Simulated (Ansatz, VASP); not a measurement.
# Ca in VASP and in Ansatz

The input INCAR:

```
SYSTEM = Ca
PREC = Accurate ; ENCUT = 600
EDIFF = 1E-6 ; ISMEAR = -1
SIGMA = 0.1 ; LREAL = .False.
LASPH = .True. ; NELM = 100
ALGO = Normal ; ISIF = 3
LWAVE = .False. ; LCHARG = .False.
GGA = CA ; IBRION = 2
NSW = 80 ; EDIFFG = -0.01
```

File KPOINTS:

```
Automatic mesh
0
Gamma
  9 9 3
  0 0 0
```

POSCAR

```
Ca
1.0
    3.9515900202      0.0000000000      0.0000000000
   -1.9757950101      3.4221773429      0.0000000000
    0.0000000000      0.0000000000     12.9058930061
Ca
4
Direct
    0.0000000000      0.0000000000      0.0000000000
    0.0000000000      0.0000000000      0.5000000000
    0.3333333333      0.6666666667      0.2500000000
    0.6666666667      0.3333333333      0.7500000000
```

Input for Ansatz:

```yaml
crystal:
  lattice:
    - [3.9515900202, 0.0, 0.0]
    - [-1.9757950101, 3.4221773429, 0.0]
    - [0.0, 0.0, 12.9058930061]
  atoms:
    - { symbol: Ca, position: [0.0, 0.0, 0.0] }
    - { symbol: Ca, position: [0.0, 0.0, 0.5] }
    - { symbol: Ca, position: [0.3333333333, 0.6666666667, 0.25] }
    - { symbol: Ca, position: [0.6666666667, 0.3333333333, 0.75] }
hamiltonian:
  xc: lda
  pseudopotentials:
    kind: paw
    azcp:
      Ca: "pseudopotentials/Ca.paw.azcp"
basis:
  ecutwfc: 420
  fft_grid_basis: typed
kpoints:
  mp_grid: { grid: [9, 9, 3], shift: [0, 0, 0] }
magnetization:
  spin_polarized: false
scf:
  occupations: { method: fermi_dirac, width: 0.1 }
relax:
  max_steps: 60
  f_tol: 0.01
  cell: {}
output:
  write_density: true
  write_potential: true
  elf: true
  volumetric_format: npy
```

Alike in both runs: task relaxation of cell and atoms; functional LDA; k mesh 9 × 9 × 3; occupations fermi-dirac, width 0.1 eV; no spin polarisation.

|  | VASP | Ansatz |
| --- | --- | --- |
| version | VASP 6.6.1 | Ansatz 0.2.0 |
| potentials or method | VASP PAW LDA potentials, release 64 (Ca_sv), cutoff 600 eV | plane waves (420 eV) with PAW, scalar-relativistic |
| valence electrons in the cell | 40 | 40 |

Ansatz gave:

- relaxed volume (Å³/atom): 38.23
- relaxed length of the cell vector where the two differ most in proportion (Å): 3.774

Task: What did VASP give for the same quantities?

Result: Relaxed volume (Å³/atom): 38.29; relaxed length of the cell vector where the two differ most in proportion (Å): 3.777.

Ansatz warns that its potentials were made for another functional, while VASP's fit it. LDA's correlation is that of Perdew and Zunger in VASP and of Perdew and Wang (1992) in Ansatz.
